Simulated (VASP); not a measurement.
Wanted: the native input for a VASP 6.6.1 run.

* Task: single point
* Functional: PBE-based global hybrid
* Potentials or basis: VASP PAW PBE potentials, release 64 (Be, Se)
* Cutoff: 520 eV
* k mesh: 4 × 4 × 4
* Occupations: gaussian, width 0.01 eV
* Spin: no spin polarisation
* Dipole correction: no
* Grid for exact exchange (PRECFOCK): Normal
* Share of exact exchange: 0.35
* Further INCAR settings: ALGO = Normal; EDIFF = 1e-06; NBANDS = 11

Crystal: BeSe.

```xyz
2
Lattice="0.0000 2.5810 2.5810 2.5810 0.0000 2.5810 2.5810 2.5810 0.0000" Properties=species:S:1:pos:R:3 pbc="T T T"
Be    0.0000    0.0000    0.0000
Se    1.2905    1.2905    1.2905
```

The input as run:

POSCAR

```
BeSe
1.0
    0.0000000000      2.5810355899      2.5810355899
    2.5810355899      0.0000000000      2.5810355899
    2.5810355899      2.5810355899      0.0000000000
Be Se
1 1
Direct
    0.0000000000      0.0000000000      0.0000000000
    0.2500000000      0.2500000000      0.2500000000
```

INCAR.step1

```
PREC = Accurate
ENCUT = 520
EDIFF = 1E-5
ISMEAR = 0
SIGMA = 0.01
LREAL = F
LASPH = T
NELM = 120
ALGO = Normal
ISIF = 2
LWAVE = T
GGA = PE
NBANDS = 11
GGA_COMPAT = F
```

INCAR.step2

```
PREC = Accurate
ENCUT = 520
EDIFF = 1E-6
ISMEAR = 0
SIGMA = 0.01
LREAL = F
LASPH = T
NELM = 120
ALGO = Normal
ISIF = 2
LWAVE = F
LCHARG = T
GGA = PE
LHFCALC = T
AEXX = 0.35
PRECFOCK = Normal
LELF = T
LVHAR = T
ISTART = 1
NBANDS = 11
GGA_COMPAT = F
```

KPOINTS

```
Automatic mesh
0
Gamma
  4 4 4
```

Potentials or basis: VASP PAW PBE potentials, release 64 (Be, Se).

Run with:

```console
$ cat potpaw_PBE.64/Be/POTCAR potpaw_PBE.64/Se/POTCAR > POTCAR
$ cp INCAR.step1 INCAR
$ mpirun -np 1 vasp_std > vasp.out
$ cp INCAR.step2 INCAR
$ mpirun -np 1 vasp_std > vasp.out
```

It gave:

```json
{"Pressure": "-1.1 GPa", "Band gap on the k mesh": "4.91 eV, indirect (least direct gap 6.90 eV)"}
```

Caveat: the k points lie up to 0.53 Å⁻¹ apart; the PAW data sets were made with another functional, which shifts forces and pressure a little.

Wall time 110 s on 1 thread of Intel(R) Xeon(R) Platinum 8375C CPU @ 2.90GHz (Ice Lake), on a shared host, peak memory 0.17 GiB.
